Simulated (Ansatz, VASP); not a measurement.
# BN in VASP and in Ansatz

INCAR

```
SYSTEM = BN
  ALGO = Normal
  EDIFF = 1E-7
  ENCUT = 520
  GGA = PE
  ISIF = 2
  ISMEAR = 0
  IVDW = 12
  LASPH = .TRUE.
  LCHARG = .TRUE.
  LELF = .TRUE.
  LREAL = .FALSE.
  LVHAR = .TRUE.
  LWAVE = .FALSE.
  NBANDS = 21
  NELM = 60
  PREC = Accurate
  SIGMA = 0.02
```

The input KPOINTS:

```
k-points
0
G
  12 12 4
  0 0 0
```

The input POSCAR:

```
BN
1.0
    2.5061138137      0.0000000000      0.0000000000
   -1.2530569069      2.1703582275      0.0000000000
    0.0000000000      0.0000000000      9.8846512810
B N
3 3
Direct
    0.0000000000      0.0000000000      0.0003024559
    0.6666666667      0.3333333333      0.3336357892
    0.3333333333      0.6666666667      0.6669691226
    0.6666666667      0.3333333333      0.0005978774
    0.3333333333      0.6666666667      0.3339312108
    0.0000000000      0.0000000000      0.6672645441
```

Input for Ansatz:

```yaml
crystal:
  lattice:
    - [2.5061138137, 0.0, 0.0]
    - [-1.2530569069, 2.1703582275, 0.0]
    - [0.0, 0.0, 9.884651281]
  atoms:
    - { symbol: B, position: [0.0, 0.0, 0.0003024559] }
    - { symbol: B, position: [0.6666666667, 0.3333333333, 0.3336357892] }
    - { symbol: B, position: [0.3333333333, 0.6666666667, 0.6669691226] }
    - { symbol: "N", position: [0.6666666667, 0.3333333333, 0.0005978774] }
    - { symbol: "N", position: [0.3333333333, 0.6666666667, 0.3339312108] }
    - { symbol: "N", position: [0.0, 0.0, 0.6672645441] }
basis:
  ecutwfc: 420
kpoints:
  mp_grid: { grid: [12, 12, 4] }
hamiltonian:
  xc: pbe
  dispersion: d3bj
scf:
  occupations: { method: gaussian, width: 0.02 }
output:
  forces: true
  stress: true
  eigenvalues: true
```

Alike in both runs: task single point; functional PBE; dispersion D3(BJ); k mesh 12 × 12 × 4; occupations gaussian, width 0.02 eV; no spin polarisation.

```csv
,VASP,Ansatz
version,VASP 6.6.1,Ansatz 0.2.0
potentials or method,"VASP PAW PBE potentials, release 64 (B, N), cutoff 520 eV","scalar-relativistic, plane waves, PAW"
valence electrons in the cell,24,24
```

|  | VASP | Ansatz | Ansatz less VASP |
| --- | --- | --- | --- |
| gap on the k mesh at the Fermi level (eV) | 4.23 | 4.24 | +0.007 |
| least direct gap on the mesh (eV) | 4.69 | 4.69 | +0.003 |
| pressure (GPa) | 0.1 | 0.0 | -0.08 |
| traceless stress, the component that is largest in VASP (GPa) | -0.22 | -0.01 | +0.203 |
